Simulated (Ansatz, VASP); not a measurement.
## GaN in VASP and in Ansatz

POSCAR

```
GaN
1.0
    0.0750611330      2.0992357579      2.0992357579
    2.0992357579      0.0750611330      2.0992357579
    2.0992357579      2.0992357579      0.0750611330
Ga N
1 1
Direct
    0.0000000000      0.0000000000      0.0000000000
    0.5000000000      0.5000000000      0.5000000000
```

The input INCAR.step1:

```
SYSTEM = GaN
PREC     = Accurate       ! precision mode
ENCUT    = 520            ! plane-wave cutoff, eV
ISMEAR   = 0              ! smearing method
SIGMA    = 0.01           ! smearing width, eV
LREAL    = .False.        ! projectors in reciprocal space
LASPH    = .True.         ! aspherical terms in the spheres
NELM     = 80             ! most SCF steps
NBANDS   = 16             ! bands
GGA      = PE             ! functional
ALGO     = Normal         ! electronic algorithm
EDIFF    = 1E-4           ! SCF threshold, eV
LWAVE    = .True.         ! write WAVECAR
LCHARG   = .False.        ! write CHGCAR
```

INCAR.step2

```
SYSTEM = GaN
PREC     = Accurate       ! precision mode
ENCUT    = 520            ! plane-wave cutoff, eV
EDIFF    = 1E-6           ! SCF threshold, eV
ISMEAR   = 0              ! smearing method
SIGMA    = 0.01           ! smearing width, eV
LREAL    = .False.        ! projectors in reciprocal space
LASPH    = .True.         ! aspherical terms in the spheres
NELM     = 80             ! most SCF steps
ALGO     = Normal         ! electronic algorithm
ISIF     = 2              ! what is computed and relaxed
LWAVE    = .False.        ! write WAVECAR
LCHARG   = .True.         ! write CHGCAR
METAGGA  = R2SCAN         ! meta-GGA
LMIXTAU  = .True.       
LELF     = .True.         ! ELF
LVHAR    = .True.       
NBANDS   = 16             ! bands
ISTART   = 1
```

The input KPOINTS:

```
regular mesh
0
Gamma
  10 10 10
  0 0 0
```

Input for Ansatz:

```yaml
crystal:
  lattice:
    - [0.075061133, 2.0992357579, 2.0992357579]
    - [2.0992357579, 0.075061133, 2.0992357579]
    - [2.0992357579, 2.0992357579, 0.075061133]
  atoms:
    - { symbol: Ga, position: [0.0, 0.0, 0.0] }
    - { symbol: "N", position: [0.5, 0.5, 0.5] }
kpoints:
  mp_grid: { grid: [10, 10, 10] }
  band_path:
    path:
      - [0.0, 0.0, 0.0]
      - [0.5, 0.0, 0.5]
      - [0.625, 0.25, 0.625]
      - [0.375, 0.375, 0.75]
      - [0.5, 0.5, 0.5]
      - [0.5, 0.25, 0.75]
      - [0.221354, 0.221354, 0.356771]
      - [0.0, 0.5, 0.5]
    npoints: 1
hamiltonian:
  xc: r2scan
scf:
  occupations: { method: fixed }
  n_extra_bands: 4
output:
  forces: true
  stress: true
  eigenvalues: true
```

Change from the starting cell: epitaxial_111 strain -4.0%.

Alike in both runs: task single point; functional r2SCAN; k mesh 10 × 10 × 10; no spin polarisation.

|  | VASP | Ansatz |
| --- | --- | --- |
| version | VASP 6.6.1 | Ansatz 0.2.0 |
| potentials or method | VASP PAW PBE potentials, release 64 (Ga_d, N) | plane waves, PAW |
| plane-wave cutoff (eV) | 520 | 500 |
| occupations | gaussian, width 0.01 eV | fixed |
| valence electrons in the cell | 18 | 18 |

|  | VASP | Ansatz | Ansatz less VASP |
| --- | --- | --- | --- |
| gap on the k mesh at the Fermi level (eV) | 1.40 | 1.42 | +0.028 |
| pressure (GPa) | 21.1 | 19.5 | -1.57 |
| traceless stress, the component that is largest in VASP (GPa) | -9.72 | -9.78 | -0.066 |

VASP's potentials were made for PBE, not for r2SCAN.
